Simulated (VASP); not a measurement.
Here is a VASP 6.6.1 calculation.

File INCAR:

```
SYSTEM = Ga
PREC = Accurate
ENCUT = 520
EDIFF = 1E-6
ISMEAR = 0
SIGMA = 0.1
LREAL = .False.
LASPH = .True.
NELM = 100
ALGO = Fast
ISIF = 2
LWAVE = .False.
LCHARG = .False.
GGA = PE
NBANDS = 12
```

The input KPOINTS:

```
regular mesh
0
Gamma
  22 22 20
  0 0 0
```

File POSCAR:

```
Ga
1.0
    1.4324473280     -2.4866882387      0.0000000000
    1.4324473280      2.4866882387      0.0000000000
    0.0000000000      0.0000000000      2.7246362378
Ga
1
Direct
    0.5000000000      0.5000000000      0.0000000000
```

Potentials or basis: VASP PAW PBE potentials, release 64 (Ga_d).

Command:

```console
$ cat potpaw_PBE.64/Ga_d/POTCAR > POTCAR
$ mpirun -np 1 vasp_std > vasp.out
```

(1) Estimate the pressure.

Answers

(1) 0.1 GPa.
